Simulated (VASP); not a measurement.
A run of VASP 6.6.1 is set up as follows.

Contents of INCAR:

```
ALGO = Normal
EDIFF = 1E-6
ENCUT = 520
ISIF = 2
ISMEAR = -1
LASPH = True
LCHARG = False
LREAL = False
LWAVE = False
NBANDS = 13
NELM = 60
PREC = Accurate
SIGMA = 0.1
```

The input KPOINTS:

```
k-points
0
Gamma
  19 19 19
```

The input POSCAR:

```
Mo
1.0
   -1.2745800382      1.2745800382      1.2745800382
    1.2745800382     -1.2745800382      1.2745800382
    1.2745800382      1.2745800382     -1.2745800382
Mo
1
Direct
    0.0000000000      0.0000000000      0.0000000000
```

Potentials or basis: VASP PAW LDA potentials, release 64 (Mo_sv).

Command:

```bash
$ cat potpaw_LDA.64/Mo_sv/POTCAR > POTCAR
$ mpirun -np 1 vasp_std > vasp.out
```

**Question.** Predict the band gap on the k mesh.

**Answer.** Zero (band 7 reaches 34.25 eV, above the bottom of band 8 at 22.26 eV).

**Question.** Estimate the pressure.

**Answer.** 568.3 GPa.
